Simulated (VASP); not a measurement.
SnH2:

```
Sn H
1.0
     0.00000    2.14620    2.14620
     2.14620    0.00000    2.14620
     2.14620    2.14620    0.00000
Sn H
1 2
Cartesian
  0.0000 0.0000 0.0000
  1.0731 1.0731 1.0731
  3.2193 3.2193 3.2193
```

- Program: VASP 6.6.1
- Task: relaxation of cell and atoms
- Functional: PBE
- Potentials or basis: VASP PAW PBE potentials, release 64 (Sn_d, H)
- Cutoff: 600 eV
- k mesh: 10 × 10 × 10
- Occupations: fermi-dirac, width 0.02 eV
- Spin: no spin polarisation

At the start: pressure 125.4 GPa; volume 6.59 Å³/atom.

Q: How do energy, volume and symmetry change on relaxing?

A: Over 20 steps the energy falls by 1328.6 meV/atom and the volume is 12.80 Å³/atom (+94.2 %); space group Fm-3m (No. 225, to 0.05 Å).

Step by step:
| step | energy change (eV) | largest force (eV/Å) | pressure (GPa) | volume (Å³) |
| --- | --- | --- | --- | --- |
| 1 | 0.0000 | 0.0000 | 125.38 | 19.77 |
| 2 | -3.9858 | 0.0000 | -0.16 | 38.51 |
| 3 | -3.9851 | 0.0000 | 0.54 | 37.94 |
| 4 | -3.9851 | 0.0000 | 0.56 | 37.94 |
| 5 | -3.9851 | 0.0000 | 0.51 | 37.95 |
| 6 | -3.9851 | 0.0000 | 0.54 | 37.95 |
| 7 | -3.9851 | 0.0000 | 0.54 | 37.95 |
| 8 | -3.9851 | 0.0000 | 0.54 | 37.95 |
| 9 | -3.9851 | 0.0000 | 0.55 | 37.95 |
| 10 | -3.9851 | 0.0000 | 0.55 | 37.95 |
| 11 | -3.9851 | 0.0000 | 0.56 | 37.95 |
| 12 | -3.9851 | 0.0000 | 0.57 | 37.95 |
| 13 | -3.9852 | 0.0000 | 0.51 | 37.96 |
| 14 | -3.9852 | 0.0000 | 0.52 | 37.97 |
| 15 | -3.9853 | 0.0000 | 0.48 | 37.99 |
| 16 | -3.9854 | 0.0000 | 0.44 | 38.03 |
| 17 | -3.9856 | 0.0000 | 0.36 | 38.12 |
| 18 | -3.9858 | 0.0000 | 0.15 | 38.28 |
| 19 | -3.9857 | 0.0000 | -0.30 | 38.62 |
| 20 | -3.9859 | 0.0000 | -0.01 | 38.39 |

Final structure:
```
Sn H
1.0
     0.00000    2.67761    2.67761
     2.67761    0.00000    2.67761
     2.67761    2.67761    0.00000
Sn H
1 2
Direct
  0.00000 0.00000 0.00000
  0.25000 0.25000 0.25000
  0.75000 0.75000 0.75000
```

Caveat: the volume moved by over 15 % at a fixed basis, so the end points are rough.
